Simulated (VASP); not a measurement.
# Al9H in VASP: a series of runs

Al9H is run at these levels: PBE; tasks: single point.

Everything below comes from runs of VASP 6.6.1. Logs are shortened: lines on timing, memory, paths and dates and some standing lists are left out, and cuts for length are marked.

**1. The cell of the first run**

The cell holds a slab with vacuum, 20 atoms: a = 5.709 Å, b = 9.808 Å, c = 22.790 Å, α = 90.00°, β = 90.00°, γ = 98.37°.

**2. Single point, PBE**

The input, INCAR:

```
SYSTEM = Al9H
PREC = Accurate ; ENCUT = 520
EDIFF = 1E-6 ; ISMEAR = 0
SIGMA = 0.1 ; LREAL = Auto
LASPH = .True. ; NELM = 100
ALGO = Normal ; ISIF = 2
LWAVE = .False. ; LCHARG = .True.
LDIPOL = .True. ; IDIPOL = 3
DIPOL = 0.5 0.5 0.300 ; GGA = PE
LELF = .True. ; LVHAR = .True.
LVACPOTAV = .True. ; NBANDS = 44
```

The input, KPOINTS:

```
regular mesh
0
Gamma
  5 3 1
  0 0 0
```

The input, POSCAR:

```
Al9H
1.0
    5.7086446660      0.0000000000      0.0000000000
   -1.4271611665      9.7033329366      0.0000000000
    0.0000000000      0.0000000000     22.7902708839
Al H
18 2
Direct
    0.2662242802      0.0648971207      0.1755134908
    0.7662242802      0.0648971207      0.1755134908
    0.3354843969      0.3419375876      0.2192156219
    0.8354843969      0.3419375876      0.2192156219
    0.1493364202      0.5973456810      0.2279560482
    0.6493364202      0.5973456810      0.2279560482
    0.4631884436      0.8527537744      0.2366964744
    0.9631884436      0.8527537744      0.2366964744
    0.0319869115      0.1277383811      0.2808269846
    0.5319869115      0.1277383811      0.2808269846
    0.0997952748      0.4042696946      0.3301089530
    0.5997952748      0.4042696946      0.3301089530
    0.4144272444      0.6597110304      0.3369829646
    0.9144272444      0.6597110304      0.3369829646
    0.2263180843      0.9111292163      0.3449343063
    0.7263180843      0.9111292163      0.3449343063
    0.2962616061      0.1814597108      0.3857027821
    0.7962616061      0.1814597108      0.3857027821
    0.6062804321      0.3915457330      0.4616123669
    0.6062804321      0.4578200255      0.4616123669
```

Potentials or basis: VASP PAW PBE potentials, release 64 (Al, H).

Run with:

```sh
$ cat potpaw_PBE.64/Al/POTCAR potpaw_PBE.64/H/POTCAR > POTCAR
$ mpirun -np 1 vasp_std > vasp.out
```

OUTCAR:

```text
SYSTEM = Al9H
   PREC = Accurate
   ENCUT = 520
   EDIFF = 1E-6
   ISMEAR = 0
   LREAL = Auto
   LASPH = .True.
   NELM = 100
   ISIF = 2
   GGA = PE

 ion  position               nearest neighbor table
   1  0.266  0.065  0.176-   2 2.85   2 2.85   9 2.86  10 2.86   3 2.87   7 2.87   8 2.87
   2  0.766  0.065  0.176-   1 2.85   1 2.85  10 2.86   9 2.86   4 2.87   8 2.87   7 2.87
   3  0.335  0.342  0.219-   4 2.85   4 2.85   1 2.87   6 2.87   5 2.87   9 2.89  10 2.89  12 2.96
                            11 2.97
   4  0.835  0.342  0.219-   3 2.85   3 2.85   2 2.87   5 2.87   6 2.87  10 2.89   9 2.89  11 2.96
                            12 2.97
   5  0.149  0.597  0.228-   6 2.85   6 2.85   8 2.87   4 2.87   7 2.87   3 2.87  13 2.93  14 2.93
                            11 2.99
   6  0.649  0.597  0.228-   5 2.85   5 2.85   7 2.87   3 2.87   8 2.87   4 2.87  14 2.93  13 2.93
                            12 2.99
   7  0.463  0.853  0.237-  10 2.85   8 2.85   8 2.85   6 2.87   5 2.87   1 2.87   2 2.87  16 2.90
                            15 2.91  13 2.96
   8  0.963  0.853  0.237-   9 2.85   7 2.85   7 2.85   5 2.87   6 2.87   2 2.87   1 2.87  15 2.90
                            16 2.91  14 2.96
   9  0.032  0.128  0.281-  18 2.83  17 2.83   8 2.85  10 2.85  10 2.85   1 2.86   2 2.86   3 2.89
                             4 2.89  11 2.91  15 2.93  16 2.93
  10  0.532  0.128  0.281-  17 2.83  18 2.83   7 2.85   9 2.85   9 2.85   2 2.86   1 2.86   4 2.89
                             3 2.89  12 2.91  16 2.93  15 2.93
  11  0.100  0.404  0.330-  12 2.85  12 2.85  14 2.86  13 2.87  18 2.88  17 2.89   9 2.91   4 2.96
                             3 2.97   5 2.99
  12  0.600  0.404  0.330-  11 2.85  11 2.85  13 2.86  14 2.87  17 2.88  18 2.89  10 2.91   3 2.96
                             4 2.97   6 2.99
  13  0.414  0.660  0.337-  16 2.83  15 2.83  14 2.85  14 2.85  12 2.86  11 2.87   5 2.93   6 2.93
                             7 2.96
  14  0.914  0.660  0.337-  15 2.83  16 2.83  13 2.85  13 2.85  11 2.86  12 2.87   6 2.93   5 2.93
                             8 2.96
  15  0.226  0.911  0.345-  17 2.78  14 2.83  13 2.83  16 2.85  16 2.85   8 2.90   7 2.91   9 2.93
                            10 2.93
  16  0.726  0.911  0.345-  18 2.78  13 2.83  14 2.83  15 2.85  15 2.85   7 2.90   8 2.91  10 2.93
                             9 2.93
  17  0.296  0.181  0.386-  15 2.78  10 2.83   9 2.83  18 2.85  18 2.85  12 2.88  11 2.89
  18  0.796  0.181  0.386-  16 2.78   9 2.83  10 2.83  17 2.85  17 2.85  11 2.88  12 2.89
  19  0.606  0.392  0.462-  20 0.65
  20  0.606  0.458  0.462-  19 0.65

  LATTYP: Found a simple monoclinic cell.
 ALAT       =     5.7086446660
 B/A-ratio  =     3.9922384764
 C/A-ratio  =     1.7180478088
 COS(beta)  =    -0.1455139949

  Lattice vectors:

 A1 = (   5.7086446660,   0.0000000000,   0.0000000000)
 A2 = (   0.0000000000,   0.0000000000, -22.7902708839)
 A3 = (  -1.4271611665,   9.7033329366,   0.0000000000)

Analysis of symmetry for initial positions (statically):
=====================================================================
 Subroutine PRICEL returns:
 Original cell was already a primitive cell.

 Routine SETGRP: Setting up the symmetry group for a
 simple monoclinic supercell.

 Subroutine GETGRP returns: Found  1 space group operations
 (whereof  1 operations were pure point group operations)
 out of a pool of  4 trial point group operations.

The static configuration has the point symmetry C_1 .

Analysis of symmetry for dynamics (positions and initial velocities):
=====================================================================
 Subroutine PRICEL returns:
 Original cell was already a primitive cell.

 Routine SETGRP: Setting up the symmetry group for a
 simple monoclinic supercell.

 Subroutine GETGRP returns: Found  1 space group operations
 (whereof  1 operations were pure point group operations)
 out of a pool of  4 trial point group operations.

The dynamic configuration has the point symmetry C_1 .

 Subroutine INISYM returns: Found  1 space group operations
 (whereof  1 operations are pure point group operations),
 and found     1 'primitive' translations

----------------------------------------------------------------------------------------

                                     Primitive cell

  volume of cell :    1262.4187

  direct lattice vectors                    reciprocal lattice vectors
     5.708644666  0.000000000  0.000000000     0.175172928  0.025764343  0.000000000
    -1.427161166  9.703332937  0.000000000     0.000000000  0.103057373  0.000000000
[... 56 lines left out ...]
 generate k-points for:    5    3    1

 Generating k-lattice:

  Cartesian coordinates                     Fractional coordinates (reciprocal lattice)
     0.035034586  0.005152869  0.000000000     0.200000000  0.000000000  0.000000000
     0.000000000  0.034352458  0.000000000     0.000000000  0.333333333  0.000000000
     0.000000000  0.000000000  0.043878373     0.000000000  0.000000000  1.000000000

  Length of vectors
     0.035411499  0.034352458  0.043878373

  Shift w.r.t. Gamma in fractional coordinates (k-lattice)
     0.000000000  0.000000000  0.000000000

 Subroutine IBZKPT returns following result:
 ===========================================

 Found      8 irreducible k-points:

 Following reciprocal coordinates:
            Coordinates               Weight
  0.000000  0.000000  0.000000      1.000000
  0.200000  0.000000  0.000000      2.000000
  0.400000  0.000000  0.000000      2.000000
  0.000000  0.333333  0.000000      2.000000
  0.200000  0.333333  0.000000      2.000000
  0.400000  0.333333  0.000000      2.000000
 -0.400000  0.333333  0.000000      2.000000
 -0.200000  0.333333  0.000000      2.000000
   k-points           NKPTS =      8   k-points in BZ     NKDIM =      8   number of bands    NBANDS=     44
   number of dos      NEDOS =    301   number of ions     NIONS =     20
   total plane-waves  NPLWV = 604800
   dimension x,y,z NGX =    42 NGY =   80 NGZ =  180
   dimension x,y,z NGXF=    84 NGYF=  160 NGZF=  360
   ions per type =              18   2
   NGX,Y,Z   is equivalent  to a cutoff of  12.23, 13.56, 13.13 a.u.
   NGXF,Y,Z  is equivalent  to a cutoff of  24.46, 27.12, 26.26 a.u.
 SYSTEM =  Al9H
   PREC   = accura    normal or accurate (medium, high low for compatibility)
   ISTART =      0    job   : 0-new  1-cont  2-samecut
   ICHARG =      2    charge: 1-file 2-atom 10-const
   ISPIN  =      1    spin polarized calculation?
   LNONCOLLINEAR =      F non collinear calculations
   LSORBIT =      F    spin-orbit coupling
   LASPH  =      T    aspherical Exc in radial PAW
   ENCUT  =  520.0 eV  38.22 Ry    6.18 a.u.  10.61 18.24 42.37*2*pi/ulx,y,z
   NELM   =    100;   NELMIN=  2; NELMDL= -5     # of ELM steps
   EDIFF  = 0.1E-05   stopping-criterion for ELM
   LREAL  =      T    real-space projection
   EDIFFG = 0.1E-04   stopping-criterion for IOM
   NSW    =      0    number of steps for IOM
[... 5 lines left out ...]
   TEBEG  =    0.0;   TEEND  =   0.0 temperature during run
   PSTRESS=    0.0 pullay stress
   NELECT =      56.0000    total number of electrons
   NUPDOWN=      -1.0000    fix difference up-down
   EMIN   =  10.00;   EMAX   =-10.00  energy-range for DOS
   EFERMI =   0.00;   METHOD = LEGACY
   ISMEAR =     0;   SIGMA  =   0.10  broadening in eV -4-tet -1-fermi 0-gaus
   EFERMI_NEDOS =   21; number of points for ismear=-14 and -15
   IALGO  =     38    algorithm
   IMIX   =      4    mixing-type and parameters
     AMIX     =   0.40;   BMIX     =  1.00
     AMIX_MAG =   1.60;   BMIX_MAG =  1.00
  volume/ion in A,a.u.               =      63.12       425.96
  Fermi-wavevector in a.u.,A,eV,Ry     =   0.579522  1.095137  4.569454  0.335845
  Thomas-Fermi vector in A             =   1.623262
   LORBIT       =      0    0 simple, 1 ext, 2 COOP (PROOUT), +10 PAW based schemes
   GGA     = PE    functional components
   LHFCALC =     F    Hartree Fock is set to
   AEXX    =    0.0000 exact exchange contribution
   IVDW    =     0    specifies the selected vdW correction
   LEPSILON=     F    determine dielectric tensor
   LRPA    =     F    only Hartree local field effects (RPA)
 non-spin polarized calculation
 Gauss-broadening in eV      SIGMA  =   0.10
  energy-cutoff  :      520.00
  volume of cell :     1262.42
 maximum number of plane-waves:     34026
   NGX = 21   NGY = 37   NGZ = 85

 dipolmoment           0.000000      0.000000      0.055056 electrons x Angstroem

 number of electron      55.9999999 magnetization

 dipolmoment           0.000000      0.000000     -0.012964 electrons x Angstroem

 Free energy of the ion-electron system (eV)
  ---------------------------------------------------
  ext. energy  EPLUGINS =         0.00000000
  ---------------------------------------------------
  free energy    TOTEN  =       -67.71102029 eV

  energy without entropy =      -67.66366824  energy(sigma->0) =      -67.68734427

 E-fermi :  -1.1895     XC(G=0):  -3.3743

 val. band max:       -1.2097801734   @ k =   0.0000   0.3333   0.0000
 cond. band min:      -1.1722252849   @ k =   0.2000   0.0000   0.0000
 fundamental gap:      0.0375548885
 Fermi energy:        -1.1894573455

 k-point     1 :       0.0000    0.0000    0.0000
  band No.  band energies     occupation
      1     -11.2566      2.00000
      2      -9.7143      2.00000
      3      -9.6292      2.00000
      4      -9.0254      2.00000
      5      -8.3173      2.00000
      6      -7.1518      2.00000
[... 333 lines left out ...]
     39       0.9026      0.00000
     40       1.0428      0.00000
 [bands above 40 left out]

------------------------ aborting loop because EDIFF is reached ----------------------------------------

  FORCE on cell =-STRESS in cart. coord.  units (eV):
  Direction    XX          YY          ZZ          XY          YZ          ZX
  --------------------------------------------------------------------------------------
  -------------------------------------------------------------------------------------
  Total      -11.9263285     -9.2582818      0.4841548     -0.3584747     -0.1290783      0.0217105
  in kB      -15.1360975    -11.7499913      0.6144568     -0.4549521     -0.1638175      0.0275535
  external PRESSURE =      -8.7572107 kB  Pullay stress =       0.0000000 kB

 VOLUME and BASIS-vectors are now :
 -----------------------------------------------------------------------------
  energy-cutoff  :      520.00
  volume of cell :     1262.42
      direct lattice vectors                 reciprocal lattice vectors
     5.708644666  0.000000000  0.000000000     0.175172928  0.025764343  0.000000000
    -1.427161166  9.703332937  0.000000000     0.000000000  0.103057373  0.000000000
     0.000000000  0.000000000 22.790270884     0.000000000  0.000000000  0.043878373

 POSITION                                       TOTAL-FORCE (eV/Angst)
 -----------------------------------------------------------------------------------
      1.42716      0.62972      4.00000        -0.010681      0.141371      0.026735
      4.28148      0.62972      4.00000        -0.002761      0.145694      0.025957
      1.42716      3.31793      4.99598         0.019465      0.037420      0.063289
      4.28148      3.31793      4.99598        -0.008324      0.035953      0.057743
     -0.00000      5.79624      5.19518         0.000866     -0.085591      0.036518
      2.85432      5.79624      5.19518        -0.005101     -0.088283      0.024282
[... 12 lines left out ...]
      2.90224      3.79930     10.52027         0.720822     -4.852844      0.123324
      2.80766      4.44238     10.52027        -0.719696      5.001415      0.132461
 -----------------------------------------------------------------------------------
    total drift:                               -0.005440     -0.032085     -0.004210

  FREE ENERGIE OF THE ION-ELECTRON SYSTEM (eV)
  ---------------------------------------------------
  free  energy   TOTEN  =       -67.7110202919 eV

  energy  without entropy=      -67.6636682413  energy(sigma->0) =      -67.68734427

 vacuum level on the upper side and lower side of the slab         2.947         2.989
```

It took 29 min on 1 thread of Intel Xeon 6975P-C (Granite Rapids), shared host; peak memory 1.2 GiB.

What came out:

* Free energy: -67.7110 eV
* Largest force: 5.055 eV/Å
* Band gap on the k mesh: zero (bands 28 and 29 overlap by 0.73 eV)

Forces on the atoms (eV/Å):
```
Al  -0.011  0.141  0.027
Al  -0.003  0.146  0.026
Al   0.019  0.037  0.063
Al  -0.008  0.036  0.058
Al   0.001 -0.086  0.037
Al  -0.005 -0.088  0.024
Al   0.001 -0.095 -0.128
Al   0.004 -0.091 -0.119
Al  -0.001  0.011  0.002
Al   0.000  0.009 -0.019
Al   0.008 -0.015  0.004
Al   0.000 -0.026 -0.105
Al  -0.005 -0.023 -0.011
Al  -0.005 -0.020 -0.014
Al   0.001  0.007 -0.005
Al  -0.004  0.013 -0.002
Al  -0.005 -0.050 -0.046
Al   0.012 -0.057 -0.046
H    0.721 -4.853  0.123
H   -0.720  5.001  0.132
```

**3. Single point, PBE**

The input, INCAR:

```
SYSTEM = Al9H
PREC = Accurate ; ENCUT = 520
EDIFF = 1E-6 ; ISMEAR = 0
SIGMA = 0.1 ; LREAL = Auto
LASPH = .True. ; NELM = 100
ALGO = Normal ; ISIF = 2
LWAVE = .False. ; LCHARG = .False.
LDIPOL = .True. ; IDIPOL = 3
DIPOL = 0.5 0.5 0.304 ; GGA = PE
NBANDS = 44
```

KPOINTS is that of step 2.

Edit POSCAR of step 2 so:

```diff
@@ -26,3 +26,3 @@
     0.7962616061      0.1814597108      0.3857027821
-    0.6062804321      0.3915457330      0.4616123669
-    0.6062804321      0.4578200255      0.4616123669
+    0.6062804321      0.3915457330      0.4997865511
+    0.6062804321      0.4578200255      0.4997865511
```

Potentials or basis: VASP PAW PBE potentials, release 64 (Al, H).

Run with:

```sh
$ cat potpaw_PBE.64/Al/POTCAR potpaw_PBE.64/H/POTCAR > POTCAR
$ mpirun -np 1 vasp_std > vasp.out
```

Run time: 28 min. Hardware: 1 thread of Intel Xeon 6975P-C (Granite Rapids), shared host; peak memory 1.2 GiB.

It converged, with:

- Free energy: -67.8062 eV
- Largest force: 4.921 eV/Å
- Band gap on the k mesh: zero (bands 28 and 29 overlap by 0.73 eV)

Forces in eV/Å, atoms in the order of the input:
```
Al  -0.006  0.152  0.032
Al  -0.007  0.152  0.033
Al   0.009  0.035  0.064
Al   0.002  0.036  0.063
Al  -0.001 -0.075  0.032
Al  -0.002 -0.077  0.030
Al   0.002 -0.099 -0.121
Al   0.003 -0.098 -0.120
Al   0.000  0.009 -0.002
Al   0.000  0.008 -0.007
Al   0.005 -0.012  0.002
Al   0.003 -0.014 -0.008
Al  -0.004 -0.012 -0.004
Al  -0.005 -0.011 -0.004
Al  -0.002  0.001  0.000
Al  -0.003  0.003  0.000
Al   0.003 -0.010 -0.008
Al   0.003 -0.012 -0.009
H    0.713 -4.844  0.007
H   -0.713  4.869  0.020
```

Levels at points of the mesh, in eV from the Fermi level:
| k point | band 26 | band 27 | band 28 | band 29 | band 30 | band 31 |
| --- | --- | --- | --- | --- | --- | --- |
| (0.00, 0.00, 0.00) | -1.08 | -0.94 | -0.62 | -0.58 | -0.27 | 0.11 |

**4. Single point, PBE**

The input, INCAR:

```
SYSTEM = Al9H
PREC = Accurate
ENCUT = 520
EDIFF = 1E-6
ISMEAR = 0
SIGMA = 0.1
LREAL = Auto
LASPH = .TRUE.
NELM = 60
ALGO = Normal
ISIF = 2
LWAVE = .FALSE.
LCHARG = .TRUE.
LDIPOL = .TRUE.
IDIPOL = 3
DIPOL = 0.5 0.5 0.296
GGA = PE
LELF = .TRUE.
LVHAR = .TRUE.
LVACPOTAV = .TRUE.
NBANDS = 44
```

The input, KPOINTS:

```
Automatic mesh
0
G
  5 3 1
  0 0 0
```

Edit POSCAR of step 3 so:

```diff
@@ -26,3 +26,3 @@
     0.7962616061      0.1814597108      0.3857027821
-    0.6062804321      0.3915457330      0.4997865511
-    0.6062804321      0.4578200255      0.4997865511
+    0.6062804321      0.3915457330      0.4194891291
+    0.6062804321      0.4578200255      0.4194891291
```

Run with:

```sh
$ cat potpaw_PBE.64/Al/POTCAR potpaw_PBE.64/H/POTCAR > POTCAR
$ mpirun -np 1 vasp_std > vasp.out
```

It took 26 min on 1 thread of Intel Xeon 8259CL, shared host; peak memory 1.2 GiB.

It converged, with:

```yaml
Free_energy: -67.0893 eV
Largest_force: 5.768 eV/Å
Band_gap_on_the_k_mesh: zero (bands 28 and 29 overlap by 0.66 eV)
```

Forces on the atoms (eV/Å):
```
Al  -0.062  0.133  0.026
Al   0.051  0.149  0.008
Al  -0.010  0.017  0.001
Al   0.024  0.012 -0.001
Al  -0.006 -0.116  0.042
Al   0.002 -0.081  0.026
Al  -0.002 -0.095 -0.143
Al   0.005 -0.078 -0.125
Al  -0.002  0.023  0.014
Al  -0.009  0.043 -0.004
Al   0.021 -0.021 -0.008
Al  -0.013 -0.038 -0.579
Al  -0.050 -0.026 -0.088
Al   0.031 -0.026 -0.094
Al   0.008  0.041 -0.014
Al  -0.003  0.058 -0.002
Al  -0.077 -0.230 -0.113
Al   0.083 -0.244 -0.122
H    0.793 -5.216  0.705
H   -0.782  5.695  0.471
```

Levels at points of the mesh, in eV from the Fermi level:
| k point | band 24 | band 25 | band 26 | band 27 | band 28 | band 29 | band 30 | band 31 | band 32 | band 33 |
| --- | --- | --- | --- | --- | --- | --- | --- | --- | --- | --- |
| (0.00, 0.00, 0.00) | -1.50 | -1.10 | -1.06 | -0.95 | -0.62 | -0.52 | -0.28 | 0.12 | 0.90 | 1.24 |

**5. Summary**

| cell | gap on the mesh (eV) | largest force (eV/Å) |
| --- | --- | --- |
| as given, atomic positions A | none | 5.05 |
| as given, atomic positions B | none | 4.92 |
| as given, atomic positions C | none | 5.77 |

Alike in all rows: task single point; level PBE; potentials or basis VASP PAW PBE potentials, release 64 (Al, H); no spin polarisation; k mesh 5 × 3 × 1; cutoff (eV) 520; smearing gaussian 0.1 eV.

Total energies depend on the potentials used, so only differences within one code and one set of settings carry meaning.

The gap in the log of VASP goes by the Fermi energy; the results here count the filled bands.